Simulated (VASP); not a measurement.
# As in VASP: further runs

Runs on As. Level: PBE+D3(BJ). Tasks: single point.

Everything below comes from runs of VASP 6.6.1. Logs are shortened: lines on timing, memory, paths and dates and some standing lists are left out, and cuts for length are marked.

**1. The cell of the first run**

The cell holds a slab with vacuum, 2 atoms: a = 3.500 Å, b = 3.554 Å, c = 28.574 Å, α = 90.00°, β = 90.00°, γ = 119.50°.

**2. Single point, PBE+D3(BJ) (strain along x -0.020, then relaxed in part)**

INCAR reads:

```
PREC = Accurate
ENCUT = 520
EDIFF = 1E-6
ISMEAR = 0
SIGMA = 0.02
LREAL = False
LASPH = True
NELM = 60
ALGO = Normal
ISIF = 2
LWAVE = False
LCHARG = False
LDIPOL = True
IDIPOL = 3
DIPOL = 0.5 0.5 0.500
GGA = PE
IVDW = 12
NBANDS = 12
```

KPOINTS reads:

```
regular mesh
0
Gamma
  9 9 1
```

POSCAR reads:

```
As
1.0
    3.5001913585      0.0000000000      0.0000000000
   -1.7500956792      3.0931169740      0.0000000000
    0.0000000000      0.0000000000     28.5742411176
As
2
Direct
    0.3339680196      0.6679360392      0.4753692260
    0.6660319804      0.3320639608      0.5246307740
```

Potentials or basis: VASP PAW PBE potentials, release 64 (As).

On the command line:

```
cat potpaw_PBE.64/As/POTCAR > POTCAR
mpirun -np 1 vasp_std > vasp.out
```

OUTCAR:

```text
PREC = Accurate
   ENCUT = 520
   EDIFF = 1E-6
   ISMEAR = 0
   LREAL = False
   LASPH = True
   NELM = 60
   ISIF = 2
   GGA = PE
   IVDW = 12
 IVDW          = 12

 ion  position               nearest neighbor table
   1  0.334  0.668  0.475-   2 2.47   2 2.47   2 2.49
   2  0.666  0.332  0.525-   1 2.47   1 2.47   1 2.49

  LATTYP: Found a base centered orthorhombic cell.
 ALAT       =     3.5001913585
 B/A-ratio  =     1.7673987832
 C/A-ratio  =     8.1636225540

  Lattice vectors:

 A1 = (   1.7500956792,  -3.0931169740,   0.0000000000)
 A2 = (   1.7500956793,   3.0931169740,   0.0000000000)
 A3 = (   0.0000000000,   0.0000000000,  28.5742411176)

Analysis of symmetry for initial positions (statically):
=====================================================================
 Subroutine PRICEL returns:
 Original cell was already a primitive cell.

 Routine SETGRP: Setting up the symmetry group for a
 base centered orthorhombic supercell.

 Subroutine GETGRP returns: Found  4 space group operations
 (whereof  4 operations were pure point group operations)
 out of a pool of  8 trial point group operations.

The static configuration has the point symmetry C_2h.

Analysis of symmetry for dynamics (positions and initial velocities):
=====================================================================
 Subroutine PRICEL returns:
 Original cell was already a primitive cell.

 Routine SETGRP: Setting up the symmetry group for a
 base centered orthorhombic supercell.

 Subroutine GETGRP returns: Found  4 space group operations
 (whereof  4 operations were pure point group operations)
 out of a pool of  8 trial point group operations.

The dynamic configuration has the point symmetry C_2h.

 Subroutine INISYM returns: Found  4 space group operations
 (whereof  4 operations are pure point group operations),
 and found     1 'primitive' translations

----------------------------------------------------------------------------------------

                                     Primitive cell

  volume of cell :     309.3591

  direct lattice vectors                    reciprocal lattice vectors
     3.500191358  0.000000000  0.000000000     0.285698665  0.161649237  0.000000000
    -1.750095679  3.093116974  0.000000000     0.000000000  0.323298475  0.000000000
     0.000000000  0.000000000 28.574241118     0.000000000  0.000000000  0.034996555

  length of vectors
     3.500191358  3.553900322 28.574241118     0.328259354  0.323298475  0.034996555

  position of ions in fractional coordinates (direct lattice)
     0.333968020  0.667936039  0.475369226
     0.666031980  0.332063961  0.524630774
[... 96 lines left out ...]
     AMIX_MAG =   1.60;   BMIX_MAG =  1.00
  volume/ion in A,a.u.               =     154.68      1043.83
  Fermi-wavevector in a.u.,A,eV,Ry     =   0.521499  0.985491  3.700264  0.271962
  Thomas-Fermi vector in A             =   1.539859
   LORBIT       =      0    0 simple, 1 ext, 2 COOP (PROOUT), +10 PAW based schemes
   GGA     = PE    functional components
   LHFCALC =     F    Hartree Fock is set to
   AEXX    =    0.0000 exact exchange contribution
   IVDW    =    12    specifies the selected vdW correction
   LEPSILON=     F    determine dielectric tensor
   LRPA    =     F    only Hartree local field effects (RPA)
 non-spin polarized calculation
 Gauss-broadening in eV      SIGMA  =   0.02
  energy-cutoff  :      520.00
  volume of cell :      309.36
 maximum number of plane-waves:      8447
 NGX is ok and might be reduce to    28
   NGX = 13   NGY = 13   NGZ =107

 dipolmoment           0.000000      0.000000      0.000000 electrons x Angstroem

 number of electron      10.0000001 magnetization

 dipolmoment           0.000000      0.000000     -0.000000 electrons x Angstroem

 Free energy of the ion-electron system (eV)
  ---------------------------------------------------
  ext. energy  EPLUGINS =         0.00000000
  ---------------------------------------------------
  free energy    TOTEN  =        -9.30893848 eV

  energy without entropy =       -9.30893848  energy(sigma->0) =       -9.30893848

 E-fermi :  -3.5588     XC(G=0):  -1.8881

 val. band max:       -3.6957911058   @ k =   0.0000   0.0000   0.0000
 cond. band min:      -2.3988629903   @ k =   0.3333  -0.0000   0.0000
 fundamental gap:      1.2969281155
 Fermi energy:        -3.5588087963

 k-point     1 :       0.0000    0.0000    0.0000
  band No.  band energies     occupation
      1     -17.7072      2.00000
      2     -11.2545      2.00000
      3      -4.6974      2.00000
      4      -3.8785      2.00000
      5      -3.6958      2.00000
      6      -1.6834      0.00000
      7      -0.3313      0.00000
      8      -0.1969      0.00000
      9       0.8422      0.00000
     10       1.0968      0.00000
     11       1.4538      0.00000
     12       1.6657      0.00000
[... 331 lines left out ...]
 k-point    24 :       0.0000    0.4444    0.0000
  band No.  band energies     occupation
      1     -15.3942      2.00000
      2     -12.9147      2.00000
      3      -7.5930      2.00000
      4      -5.5899      2.00000
      5      -5.5342      2.00000
      6      -1.8851      0.00000
      7      -0.7863      0.00000
      8       0.8084      0.00000
      9       2.3071      0.00000
     10       3.6458      0.00000
     11       4.2730      0.00000
     12       4.5670      0.00000

 [... further k-points ...]

------------------------ aborting loop because EDIFF is reached ----------------------------------------

 vacuum level on the upper side and lower side of the slab       (xc-potential included)        -0.007        -0.007

 Edisp (eV)   -0.43213

 E8    (eV) :    -0.1960

  FORCE on cell =-STRESS in cart. coord.  units (eV):
  Direction    XX          YY          ZZ          XY          YZ          ZX
  --------------------------------------------------------------------------------------
  -------------------------------------------------------------------------------------
  Total       0.88827     0.20569     0.12842     0.00000    -0.01581    -0.00000
  in kB       4.60037     1.06526     0.66507     0.00000    -0.08189    -0.00000
  external pressure =        2.11 kB  Pullay stress =        0.00 kB

 VOLUME and BASIS-vectors are now :
 -----------------------------------------------------------------------------
  energy-cutoff  :      520.00
  volume of cell :      309.36
      direct lattice vectors                 reciprocal lattice vectors
     3.500191358  0.000000000  0.000000000     0.285698665  0.161649237  0.000000000
    -1.750095679  3.093116974  0.000000000     0.000000000  0.323298475  0.000000000
     0.000000000  0.000000000 28.574241118     0.000000000  0.000000000  0.034996555

 POSITION                                       TOTAL-FORCE (eV/Angst)
 -----------------------------------------------------------------------------------
      0.00000      2.06600     13.58331         0.000000      0.011230     -0.092441
      1.75010      1.02711     14.99093        -0.000000     -0.011230      0.092441
 -----------------------------------------------------------------------------------
    total drift:                               -0.000000     -0.000000     -0.000000

  FREE ENERGIE OF THE ION-ELECTRON SYSTEM (eV)
  ---------------------------------------------------
  free  energy   TOTEN  =        -9.7410660732 eV

  energy  without entropy=       -9.7410660732  energy(sigma->0) =       -9.74106607

 vacuum level on the upper side and lower side of the slab         1.355         1.355
```

OSZICAR:

```text
N       E                     dE             d eps       ncg     rms          rms(c)
DAV:   1     0.665030911141E+02    0.66503E+02   -0.27241E+03   600   0.529E+02
DAV:   2    -0.183257271373E+01   -0.68336E+02   -0.58480E+02   940   0.849E+01
DAV:   3    -0.924191427159E+01   -0.74093E+01   -0.73828E+01   844   0.389E+01
DAV:   4    -0.937525576026E+01   -0.13334E+00   -0.13328E+00   832   0.618E+00
DAV:   5    -0.937658226666E+01   -0.13265E-02   -0.13265E-02   860   0.562E-01    0.340E+00
DAV:   6    -0.933346654097E+01    0.43116E-01   -0.22734E-02   756   0.712E-01    0.201E+00
DAV:   7    -0.930892016191E+01    0.24546E-01   -0.47411E-02   740   0.103E+00    0.124E-01
DAV:   8    -0.930882298901E+01    0.97173E-04   -0.14755E-03   816   0.195E-01    0.301E-02
DAV:   9    -0.930871500725E+01    0.10798E-03   -0.79975E-05   876   0.442E-02    0.215E-02
DAV:  10    -0.930863557445E+01    0.79433E-04   -0.16551E-04   716   0.450E-02    0.135E-02
DAV:  11    -0.930866324187E+01   -0.27667E-04   -0.44072E-06   872   0.963E-03    0.755E-03
DAV:  12    -0.930881121823E+01   -0.14798E-03   -0.45108E-05   756   0.225E-02    0.251E-03
DAV:  13    -0.930885947044E+01   -0.48252E-04   -0.33362E-06   832   0.874E-03    0.210E-03
DAV:  14    -0.930890646073E+01   -0.46990E-04   -0.14965E-06   804   0.438E-03    0.982E-04
DAV:  15    -0.930892107313E+01   -0.14612E-04   -0.24081E-07   800   0.169E-03    0.684E-04
DAV:  16    -0.930893003099E+01   -0.89579E-05   -0.61445E-07   800   0.176E-03    0.348E-04
DAV:  17    -0.930893756136E+01   -0.75304E-05   -0.28177E-07   728   0.118E-03    0.375E-04
DAV:  18    -0.930893848319E+01   -0.92183E-06   -0.67604E-09   624   0.228E-04
   1 F= -.97410661E+01 E0= -.97410661E+01  d E =-.590269E-24
```

stdout:

```text
POSCAR found type information on POSCAR As
 POSCAR found :  1 types and       2 ions
 scaLAPACK will be used
 LDA part: xc-table for (Slater+PW92), standard interpolation
 POSCAR, INCAR and KPOINTS ok, starting setup
 FFT: planning ... GRIDC
 FFT: planning ... GRID_SOFT
 FFT: planning ... GRID
 WAVECAR not read
 entering main loop
```

Wall time 4.2 min (1 thread of Intel Xeon 8259CL, shared host); peak memory 0.45 GiB.

Results:

| Item | Value |
| --- | --- |
| Free energy | -9.7411 eV |
| Largest force | 0.093 eV/Å |
| Band gap on the k mesh | 1.30 eV (least direct gap 2.01 eV) |
| Dispersion energy per atom | -0.216 eV |

Forces on the atoms (eV/Å):
```
As   0.000  0.011 -0.092
As   0.000 -0.011  0.092
```

Levels at points of the mesh, in eV from the valence-band top:
```csv
k point,band 1,band 2,band 3,band 4,band 5,band 6,band 7,band 8,band 9,band 10
"(0.00, 0.00, 0.00)",-14.01,-7.56,-1.00,-0.18,0.00,2.01,3.36,3.50,4.54,4.79
```

Caveat: the cell differs from its parent crystal (strain along x -0.020, then relaxed in part).

**3. Single point, PBE+D3(BJ) (strain along y -0.020, then relaxed in part)**

INCAR reads:

```
SYSTEM = As
PREC = Accurate
ENCUT = 520
EDIFF = 1E-6
ISMEAR = 0
SIGMA = 0.02
LREAL = .FALSE.
LASPH = .TRUE.
NELM = 60
ALGO = Normal
ISIF = 2
LWAVE = .FALSE.
LCHARG = .FALSE.
LDIPOL = .TRUE.
IDIPOL = 3
DIPOL = 0.5 0.5 0.500
GGA = PE
IVDW = 12
NBANDS = 12
```

KPOINTS reads:

```
regular mesh
0
G
  9 9 1
  0 0 0
```

POSCAR reads:

```
As
1.0
    3.5716238352      0.0000000000      0.0000000000
   -1.7858119176      3.0312546345      0.0000000000
    0.0000000000      0.0000000000     28.5742411176
As
2
Direct
    0.3326450591      0.6652901182      0.4753691678
    0.6673549409      0.3347098818      0.5246308322
```

Potentials or basis: VASP PAW PBE potentials, release 64 (As).

On the command line:

```
cat potpaw_PBE.64/As/POTCAR > POTCAR
mpirun -np 1 vasp_std > vasp.out
```

Run time: 4.1 min. Hardware: 1 thread of Intel Xeon 8259CL, shared host; peak memory 0.45 GiB.

The run converged. Its results:

- Free energy: -9.7412 eV
- Largest force: 0.093 eV/Å
- Band gap on the k mesh: 1.25 eV (least direct gap 2.02 eV)
- Dispersion energy per atom: -0.216 eV

Forces in eV/Å, atoms in the order of the input:
```
As   0.000 -0.011 -0.092
As   0.000  0.011  0.092
```

Levels at points of the mesh, in eV from the valence-band top:
| k point | band 1 | band 2 | band 3 | band 4 | band 5 | band 6 | band 7 | band 8 | band 9 | band 10 |
| --- | --- | --- | --- | --- | --- | --- | --- | --- | --- | --- |
| (0.00, 0.00, 0.00) | -14.01 | -7.55 | -1.00 | -0.17 | 0.00 | 2.02 | 3.36 | 3.51 | 4.54 | 4.80 |

Caveat: the cell differs from its parent crystal (strain along y -0.020, then relaxed in part).
